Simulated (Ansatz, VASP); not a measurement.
## Ba: VASP beside Ansatz

```
CELL_PARAMETERS angstrom
-2.48322 2.48322 2.48322
2.48322 -2.48322 2.48322
2.48322 2.48322 -2.48322
ATOMIC_POSITIONS crystal
Ba 0.00000 0.00000 0.00000
```

Change from the starting cell: volume scaled by 0.98.

Alike in both runs: task single point; functional PBE; k mesh 10 × 10 × 10; occupations fermi-dirac, width 0.05 eV; no spin polarisation.

|  | VASP | Ansatz |
| --- | --- | --- |
| version | VASP 6.6.1 | Ansatz 0.2.0 |
| potentials or method | VASP PAW PBE potentials, release 64 (Ba_sv), cutoff 520 eV | all-electron LAPW, scalar-relativistic |

```csv
,VASP,Ansatz,Ansatz less VASP
pressure (GPa),0.4,0.3,-0.06
```

Ansatz ran all-electron here, and VASP with PAW potentials.

Spin-orbit coupling is off throughout.
